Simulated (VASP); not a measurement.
Crystal: Bi.

```
CELL_PARAMETERS angstrom
3.40414 0.00000 0.00000
0.00000 3.40414 0.00000
0.00000 0.00000 3.11374
ATOMIC_POSITIONS crystal
Bi 0.50000 0.50000 0.00000
```

| Property | Result |
| --- | --- |
| Program | VASP 6.6.1 |
| Task | relaxation of cell and atoms |
| Functional | PBE |
| Potentials or basis | VASP PAW PBE potentials, release 64 (Bi_d) |
| Cutoff | 600 eV |
| k mesh | 6 × 6 × 6 |
| Occupations | gaussian, width 0.1 eV |
| Spin | no spin polarisation |

At the start: pressure -0.0 GPa; volume 36.08 Å³/atom.

Q: How do energy, volume and symmetry change on relaxing?

A: Over 7 steps the energy falls by 75.1 meV/atom and the volume is 35.26 Å³/atom (-2.3 %); space group Pm-3m (No. 221, to 0.05 Å).

The path:
| step | energy change (eV) | largest force (eV/Å) | pressure (GPa) | volume (Å³) |
| --- | --- | --- | --- | --- |
| 1 | 0.0000 | 0.0000 | -0.04 | 36.08 |
| 2 | -0.0677 | 0.0000 | -0.66 | 35.85 |
| 3 | -0.0730 | 0.0000 | -0.89 | 35.95 |
| 4 | -0.0731 | 0.0000 | -0.90 | 35.95 |
| 5 | -0.0730 | 0.0000 | -0.91 | 35.96 |
| 6 | -0.0747 | 0.0000 | 0.39 | 34.97 |
| 7 | -0.0751 | 0.0000 | -0.02 | 35.26 |

Final structure:
```
Bi
1.0
     3.27749    0.00000    0.00000
     0.00000    3.27749    0.00000
     0.00000    0.00000    3.28217
Bi
1
Direct
  0.50000 0.50000 0.00000
```
